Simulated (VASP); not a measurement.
**Se: single point with PBE**

Se:

```xyz
3
Lattice="4.3552 0.0000 0.0000 -2.1776 3.7717 0.0000 0.0000 0.0000 4.9494" Properties=species:S:1:pos:R:3 pbc="T T T"
Se    0.9451    0.0000    0.8249
Se   -0.4725    0.8185    4.1245
Se    1.7050    2.9532    2.4747
```

```
Program                : VASP 6.6.1
Task                   : single point
Functional             : PBE
Potentials or basis    : VASP PAW PBE potentials, release 64 (Se)
Cutoff                 : 500 eV
k mesh                 : 5 × 5 × 4
Occupations            : gaussian, width 0.01 eV
Spin                   : no spin polarisation
Dipole correction      : no
Further INCAR settings : ALGO = Normal; EDIFF = 1e-06; NBANDS = 16
```

- Pressure: 5.7 GPa
- Largest force: 1.191 eV/Å
- Band gap on the k mesh: 1.26 eV

Forces on the atoms (eV/Å):
```
Se   1.191  0.000  0.000
Se  -0.596  1.032  0.000
Se  -0.596 -1.032  0.000
```

Stress tensor (GPa, compression positive):
```
4.74 0.00 0.00
0.00 4.74 0.00
0.00 0.00 7.65
```

Levels at points of the mesh, in eV from the valence-band top:
```
           k point  band 6  band 7  band 8  band 9  band 10  band 11  band 12  band 13
(0.00, 0.00, 0.00)   -3.77   -2.17   -2.17   -0.39     2.07     2.07     2.47     6.04
(0.00, 0.00, 0.50)   -3.47   -1.55   -1.55   -1.21     1.29     1.45     1.45     6.14
```

It took 32 s on 1 thread of AMD EPYC 7R13, on a shared host, peak memory 0.18 GiB.

Caveat: the cell stands under pressure; forces of over 1 eV/Å act on the atoms, so gaps and moduli don't describe the material at rest. A k mesh can miss the band edges.
